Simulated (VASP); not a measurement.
A run of VASP 6.6.1:

POSCAR

```
SrCl2
1.0
    0.0000000000      3.9125384253      2.7661646667
    3.9125384253      0.0000000000      2.7661646667
    3.9125384253      3.9125384253      0.0000000000
Sr Cl
1 2
Direct
    0.0000000000      0.0000000000      0.0000000000
    0.2500000000      0.2500000000      0.2500000000
    0.7500000000      0.7500000000      0.7500000000
```

File INCAR.step1:

```
SYSTEM = SrCl2
PREC     = Accurate       ! precision mode
ENCUT    = 520            ! plane-wave cutoff, eV
ISMEAR   = 0              ! smearing method
SIGMA    = 0.05           ! smearing width, eV
LREAL    = .FALSE.        ! projectors in reciprocal space
LASPH    = .TRUE.         ! aspherical terms in the spheres
NELM     = 100            ! most SCF steps
NBANDS   = 19             ! bands
GGA      = PE             ! functional
ALGO     = Normal         ! electronic algorithm
EDIFF    = 1E-4           ! SCF threshold, eV
LWAVE    = .TRUE.         ! write WAVECAR
LCHARG   = .FALSE.        ! write CHGCAR
```

The input INCAR.step2:

```
SYSTEM = SrCl2
PREC     = Accurate       ! precision mode
ENCUT    = 520            ! plane-wave cutoff, eV
EDIFF    = 1E-6           ! SCF threshold, eV
ISMEAR   = 0              ! smearing method
SIGMA    = 0.05           ! smearing width, eV
LREAL    = .FALSE.        ! projectors in reciprocal space
LASPH    = .TRUE.         ! aspherical terms in the spheres
NELM     = 100            ! most SCF steps
ALGO     = Normal         ! electronic algorithm
ISIF     = 2              ! what is computed and relaxed
LWAVE    = .FALSE.        ! write WAVECAR
LCHARG   = .TRUE.         ! write CHGCAR
METAGGA  = R2SCAN         ! meta-GGA
LMIXTAU  = .TRUE.       
LELF     = .TRUE.         ! ELF
LVHAR    = .TRUE.       
NBANDS   = 19             ! bands
ISTART   = 1
```

Contents of KPOINTS:

```
Automatic mesh
0
G
  6 6 6
  0 0 0
```

Potentials or basis: VASP PAW PBE potentials, release 64 (Sr_sv, Cl).

Command:

```console
$ cat potpaw_PBE.64/Sr_sv/POTCAR potpaw_PBE.64/Cl/POTCAR > POTCAR
$ cp INCAR.step1 INCAR
$ mpirun -np 1 vasp_std > vasp.out
$ cp INCAR.step2 INCAR
$ mpirun -np 1 vasp_std > vasp.out
```

Hardware: 1 thread of Intel Xeon 6975P-C (shared host).

**Question.** Estimate the wall time of this run.

**Answer.** Run time: 2.9 min on 1 thread of Intel Xeon 6975P-C, with other jobs on the host, peak memory 0.25 GiB. Counts: k points 30.
